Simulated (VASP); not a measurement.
# Ir3F in VASP: notebook

Ir3F is run at these levels: PBE; tasks: single point.

All numbers are computed with VASP 6.6.1; they aren't measurements. Logs are shortened: lines on timing, memory, paths and dates and some standing lists are left out, and cuts for length are marked.

## (1) The cell of the first run

The cell holds a slab with vacuum, 4 atoms: a = 2.737 Å, b = 2.737 Å, c = 19.843 Å, α = 90.00°, β = 90.00°, γ = 120.00°.

## (2) Single point, PBE

File INCAR:

```
PREC = Accurate ; ENCUT = 520
EDIFF = 1E-6 ; ISMEAR = 0
SIGMA = 0.1 ; LREAL = False
LASPH = True ; NELM = 80
ALGO = Normal ; ISIF = 2
LWAVE = False ; LCHARG = False
LDIPOL = True ; IDIPOL = 3
DIPOL = 0.5 0.5 0.360 ; GGA = PE
NBANDS = 25
```

File KPOINTS:

```
Automatic mesh
0
Gamma
  12 12 1
```

File POSCAR:

```
Ir3F
1.0
    2.7367600872      0.0000000000      0.0000000000
   -1.3683800436      2.3701037596      0.0000000000
    0.0000000000      0.0000000000     19.8425800730
Ir F
3 1
Direct
    0.6666666667      0.3333333334      0.2015866881
    0.3333333333      0.6666666667      0.3110139949
    0.0000000000      0.0000000000      0.4204382718
    0.0000000000      0.5000000000      0.5051507103
```

Potentials or basis: VASP PAW PBE potentials, release 64 (Ir, F).

Started as:

```bash
$ cat potpaw_PBE.64/Ir/POTCAR potpaw_PBE.64/F/POTCAR > POTCAR
$ mpirun -np 1 vasp_std > vasp.out
```

OUTCAR:

```text
PREC = Accurate
   ENCUT = 520
   EDIFF = 1E-6
   ISMEAR = 0
   LREAL = False
   LASPH = True
   NELM = 80
   ISIF = 2
   GGA = PE

 ion  position               nearest neighbor table
   1  0.667  0.333  0.202-   2 2.69   2 2.69   2 2.69
   2  0.333  0.667  0.311-   3 2.69   3 2.69   3 2.69   1 2.69   1 2.69   1 2.69
   3  0.000  0.000  0.420-   4 2.17   4 2.17   2 2.69   2 2.69   2 2.69
   4  0.000  0.500  0.505-   3 2.17   3 2.17

  LATTYP: Found a hexagonal cell.
 ALAT       =     2.7367600872
 C/A-ratio  =     7.2503907689

  Lattice vectors:

 A1 = (   2.7367600872,   0.0000000000,   0.0000000000)
 A2 = (  -1.3683800436,   2.3701037596,   0.0000000000)
 A3 = (   0.0000000000,   0.0000000000,  19.8425800730)

Analysis of symmetry for initial positions (statically):
=====================================================================
 Subroutine PRICEL returns:
 Original cell was already a primitive cell.

 Routine SETGRP: Setting up the symmetry group for a
 hexagonal supercell.

 Subroutine GETGRP returns: Found  2 space group operations
 (whereof  2 operations were pure point group operations)
 out of a pool of 24 trial point group operations.

The static configuration has the point symmetry C_1h.

Analysis of symmetry for dynamics (positions and initial velocities):
=====================================================================
 Subroutine PRICEL returns:
 Original cell was already a primitive cell.

 Routine SETGRP: Setting up the symmetry group for a
 hexagonal supercell.

 Subroutine GETGRP returns: Found  2 space group operations
 (whereof  2 operations were pure point group operations)
 out of a pool of 24 trial point group operations.

The dynamic configuration has the point symmetry C_1h.

 Subroutine INISYM returns: Found  2 space group operations
 (whereof  2 operations are pure point group operations),
 and found     1 'primitive' translations

----------------------------------------------------------------------------------------

                                     Primitive cell

  volume of cell :     128.7070

  direct lattice vectors                    reciprocal lattice vectors
     2.736760087  0.000000000  0.000000000     0.365395566  0.210961228  0.000000000
    -1.368380044  2.370103760  0.000000000     0.000000000  0.421922456  0.000000000
     0.000000000  0.000000000 19.842580073     0.000000000  0.000000000  0.050396672

  length of vectors
     2.736760087  2.736760087 19.842580073     0.421922456  0.421922456  0.050396672

  position of ions in fractional coordinates (direct lattice)
     0.666666667  0.333333333  0.201586688
     0.333333333  0.666666667  0.311013995
     0.000000000  0.000000000  0.420438272
     0.000000000  0.500000000  0.505150710

  ion indices of the primitive-cell ions
   primitive index   ion index
                 1           1
                 2           2
                 3           3
                 4           4

----------------------------------------------------------------------------------------

 KPOINTS: Automatic mesh

Automatic generation of k-mesh.
 Grid dimensions read from file:
 generate k-points for:   12   12    1

 Generating k-lattice:

  Cartesian coordinates                     Fractional coordinates (reciprocal lattice)
     0.030449630  0.017580102  0.000000000     0.083333333  0.000000000  0.000000000
     0.000000000  0.035160205  0.000000000     0.000000000  0.083333333  0.000000000
     0.000000000  0.000000000  0.050396672     0.000000000  0.000000000  1.000000000

  Length of vectors
     0.035160205  0.035160205  0.050396672

  Shift w.r.t. Gamma in fractional coordinates (k-lattice)
     0.000000000  0.000000000  0.000000000

 Subroutine IBZKPT returns following result:
 ===========================================

 Found     43 irreducible k-points:

 Following reciprocal coordinates:
            Coordinates               Weight
  0.000000  0.000000  0.000000      1.000000
  0.083333 -0.000000  0.000000      2.000000
  0.000000  0.083333  0.000000      4.000000
  0.166667 -0.000000  0.000000      2.000000
  0.000000  0.166667  0.000000      4.000000
  0.250000 -0.000000  0.000000      2.000000
[... 16 lines left out ...]
 -0.083333  0.416667  0.000000      4.000000
 -0.416667  0.333333  0.000000      4.000000
 [... further k-points ...]
   k-points           NKPTS =     43   k-points in BZ     NKDIM =     43   number of bands    NBANDS=     25
   number of dos      NEDOS =    301   number of ions     NIONS =      4
   total plane-waves  NPLWV =  60000
   dimension x,y,z NGX =    20 NGY =   20 NGZ =  150
   dimension x,y,z NGXF=    40 NGYF=   40 NGZF=  300
   ions per type =               3   1
   NGX,Y,Z   is equivalent  to a cutoff of  12.15, 12.15, 12.57 a.u.
   NGXF,Y,Z  is equivalent  to a cutoff of  24.30, 24.30, 25.13 a.u.
 SYSTEM =  unknown system
   PREC   = accura    normal or accurate (medium, high low for compatibility)
   ISTART =      0    job   : 0-new  1-cont  2-samecut
   ICHARG =      2    charge: 1-file 2-atom 10-const
   ISPIN  =      1    spin polarized calculation?
   LNONCOLLINEAR =      F non collinear calculations
   LSORBIT =      F    spin-orbit coupling
   LASPH  =      T    aspherical Exc in radial PAW
   ENCUT  =  520.0 eV  38.22 Ry    6.18 a.u.   5.09  5.09 36.89*2*pi/ulx,y,z
   NELM   =     80;   NELMIN=  2; NELMDL= -5     # of ELM steps
   EDIFF  = 0.1E-05   stopping-criterion for ELM
   LREAL  =      F    real-space projection
   EDIFFG = 0.1E-04   stopping-criterion for IOM
   NSW    =      0    number of steps for IOM
   IBRION =     -1    ionic relax: 0-MD 1-quasi-New 2-CG
   NFREE  =      0    steps in history (QN), initial steepest desc. (CG)
   ISIF   =      2    stress and relaxation
   ISYM   =      2    0-nonsym 1-usesym 2-fastsym
   POTIM  = 0.5000    time-step for ionic-motion
   TEBEG  =    0.0;   TEEND  =   0.0 temperature during run
   PSTRESS=    0.0 pullay stress
   NELECT =      34.0000    total number of electrons
   NUPDOWN=      -1.0000    fix difference up-down
   EMIN   =  10.00;   EMAX   =-10.00  energy-range for DOS
   EFERMI =   0.00;   METHOD = LEGACY
   ISMEAR =     0;   SIGMA  =   0.10  broadening in eV -4-tet -1-fermi 0-gaus
   EFERMI_NEDOS =   21; number of points for ismear=-14 and -15
   IALGO  =     38    algorithm
   IMIX   =      4    mixing-type and parameters
     AMIX     =   0.40;   BMIX     =  1.00
     AMIX_MAG =   1.60;   BMIX_MAG =  1.00
  volume/ion in A,a.u.               =      32.18       217.14
  Fermi-wavevector in a.u.,A,eV,Ry     =   1.050430  1.985025 15.012708  1.103403
  Thomas-Fermi vector in A             =   2.185433
   LORBIT       =      0    0 simple, 1 ext, 2 COOP (PROOUT), +10 PAW based schemes
   GGA     = PE    functional components
   LHFCALC =     F    Hartree Fock is set to
   AEXX    =    0.0000 exact exchange contribution
   IVDW    =     0    specifies the selected vdW correction
   LEPSILON=     F    determine dielectric tensor
   LRPA    =     F    only Hartree local field effects (RPA)
 non-spin polarized calculation
 Gauss-broadening in eV      SIGMA  =   0.10
  energy-cutoff  :      520.00
  volume of cell :      128.71
 maximum number of plane-waves:      3499
   NGX = 11   NGY = 11   NGZ = 73

 dipolmoment           0.000000      0.000000     -0.076056 electrons x Angstroem

 number of electron      34.0000007 magnetization

 dipolmoment           0.000000      0.000000      0.092615 electrons x Angstroem

 Free energy of the ion-electron system (eV)
  ---------------------------------------------------
  ext. energy  EPLUGINS =         0.00000000
  ---------------------------------------------------
  free energy    TOTEN  =       -28.25643588 eV

  energy without entropy =      -28.23492420  energy(sigma->0) =      -28.24568004

 E-fermi :  -0.5905     XC(G=0):  -6.1307

 val. band max:       -0.6037664311   @ k =   0.5000   0.4167   0.0000
 cond. band min:      -0.5810454505   @ k =  -0.1667   0.3333   0.0000
 fundamental gap:      0.0227209806
 Fermi energy:        -0.5904546003

 k-point     1 :       0.0000    0.0000    0.0000
  band No.  band energies     occupation
      1     -23.7693      2.00000
      2     -10.8060      2.00000
      3      -8.9746      2.00000
      4      -8.3724      2.00000
      5      -5.4489      2.00000
      6      -4.8470      2.00000
[... 17 lines left out ...]
     24       4.7271      0.00000
     25       6.8178      0.00000

 k-point     2 :       0.0833   -0.0000    0.0000
  band No.  band energies     occupation
      1     -23.7356      2.00000
      2     -10.5517      2.00000
      3      -8.7483      2.00000
      4      -8.1203      2.00000
      5      -5.4894      2.00000
      6      -4.8399      2.00000
[... 17 lines left out ...]
     24       4.9690      0.00000
     25       7.0154      0.00000

 k-point     3 :       0.0000    0.0833    0.0000
  band No.  band energies     occupation
      1     -23.7360      2.00000
      2     -10.5514      2.00000
      3      -8.7246      2.00000
      4      -8.1206      2.00000
      5      -5.5707      2.00000
      6      -4.9937      2.00000
[... 17 lines left out ...]
     24       4.9650      0.00000
     25       7.0126      0.00000

 k-point     4 :       0.1667   -0.0000    0.0000
  band No.  band energies     occupation
      1     -23.6429      2.00000
      2      -9.8552      2.00000
      3      -8.1946      2.00000
      4      -7.4737      2.00000
      5      -5.6759      2.00000
      6      -5.3918      2.00000
[... 17 lines left out ...]
     24       5.7466      0.00000
     25       7.6121      0.00000

 k-point     5 :       0.0000    0.1667    0.0000
  band No.  band energies     occupation
      1     -23.6449      2.00000
      2      -9.8542      2.00000
      3      -8.0752      2.00000
      4      -7.4818      2.00000
      5      -5.9668      2.00000
      6      -5.5210      2.00000
[... 17 lines left out ...]
     24       5.7182      0.00000
     25       7.5975      0.00000

 k-point     6 :       0.2500   -0.0000    0.0000
  band No.  band energies     occupation
      1     -23.5139      2.00000
      2      -8.9626      2.00000
      3      -7.7631      2.00000
      4      -6.9321      2.00000
      5      -6.2184      2.00000
      6      -5.5838      2.00000
[... 17 lines left out ...]
     24       6.9293      0.00000
     25       8.5848      0.00000
[... 393 lines left out ...]
 k-point    21 :      -0.3333    0.2500    0.0000
  band No.  band energies     occupation
      1     -23.4356      2.00000
      2      -8.4169      2.00000
      3      -7.3229      2.00000
      4      -6.8253      2.00000
      5      -6.5217      2.00000
      6      -6.0479      2.00000
[... 17 lines left out ...]
     24       7.7241      0.00000
     25       9.2914      0.00000

 k-point    22 :       0.3333    0.0833    0.0000
  band No.  band energies     occupation
      1     -23.3155      2.00000
      2      -8.0304      2.00000
      3      -7.7151      2.00000
      4      -7.1656      2.00000
      5      -6.7332      2.00000
      6      -6.2002      2.00000
[... 17 lines left out ...]
     24       8.0537      0.00000
     25       9.0337      0.00000

 k-point    23 :      -0.0833    0.4167    0.0000
  band No.  band energies     occupation
      1     -23.3279      2.00000
      2      -8.0700      2.00000
      3      -7.6003      2.00000
      4      -7.1510      2.00000
      5      -6.6698      2.00000
      6      -6.2394      2.00000
[... 17 lines left out ...]
     24       8.1048      0.00000
     25       8.9996      0.00000

 k-point    24 :      -0.4167    0.3333    0.0000
  band No.  band energies     occupation
      1     -23.3239      2.00000
      2      -8.0645      2.00000
      3      -7.5972      2.00000
      4      -7.1406      2.00000
      5      -6.6144      2.00000
      6      -6.2778      2.00000
[... 17 lines left out ...]
     24       8.0887      0.00000
     25       9.0222      0.00000

 [... further k-points ...]

------------------------ aborting loop because EDIFF is reached ----------------------------------------

 vacuum level on the upper side and lower side of the slab       (xc-potential included)         1.248        -1.267

  FORCE on cell =-STRESS in cart. coord.  units (eV):
  Direction    XX          YY          ZZ          XY          YZ          ZX
  --------------------------------------------------------------------------------------
  -------------------------------------------------------------------------------------
  Total        0.0662544     -0.7621568     -0.4999668      0.7174252     -0.1022149     -0.1770430
  in kB        0.8247515     -9.4875196     -6.2237124      8.9306887     -1.2723964     -2.2038752
  external PRESSURE =      -4.9621602 kB  Pullay stress =       0.0000000 kB

 VOLUME and BASIS-vectors are now :
 -----------------------------------------------------------------------------
  energy-cutoff  :      520.00
  volume of cell :      128.71
      direct lattice vectors                 reciprocal lattice vectors
     2.736760087  0.000000000  0.000000000     0.365395566  0.210961228  0.000000000
    -1.368380044  2.370103760  0.000000000     0.000000000  0.421922456  0.000000000
     0.000000000  0.000000000 19.842580073     0.000000000  0.000000000  0.050396672

 POSITION                                       TOTAL-FORCE (eV/Angst)
 -----------------------------------------------------------------------------------
      1.36838      0.79003      4.00000         0.141583      0.081743     -0.222898
     -0.00000      1.58007      6.17132        -0.321386     -0.185552      0.688102
      0.00000      0.00000      8.34258         0.334599      0.193181     -0.516728
     -0.68419      1.18505     10.02349        -0.154796     -0.089372      0.051524
 -----------------------------------------------------------------------------------
    total drift:                               -0.000029     -0.000017     -0.000400

  FREE ENERGIE OF THE ION-ELECTRON SYSTEM (eV)
  ---------------------------------------------------
  free  energy   TOTEN  =       -28.2564358838 eV

  energy  without entropy=      -28.2349242029  energy(sigma->0) =      -28.24568004

 vacuum level on the upper side and lower side of the slab         7.329         4.743
```

Run time: 4.4 min. Hardware: 1 thread of Intel Xeon 8259CL, shared host; peak memory 0.31 GiB.

What came out:

```yaml
Free_energy: -28.2564 eV
Largest_force: 0.782 eV/Å
Band_gap_on_the_k_mesh: zero (bands 17 and 18 overlap by 2.05 eV)
```

Forces in eV/Å, atoms in the order of the input:
```
Ir   0.142  0.082 -0.223
Ir  -0.321 -0.186  0.688
Ir   0.335  0.193 -0.517
F   -0.155 -0.089  0.052
```

Caveat: spin-orbit coupling is left out, which moves the levels of the heavy elements.

(Part 1 of 2 ends here.)
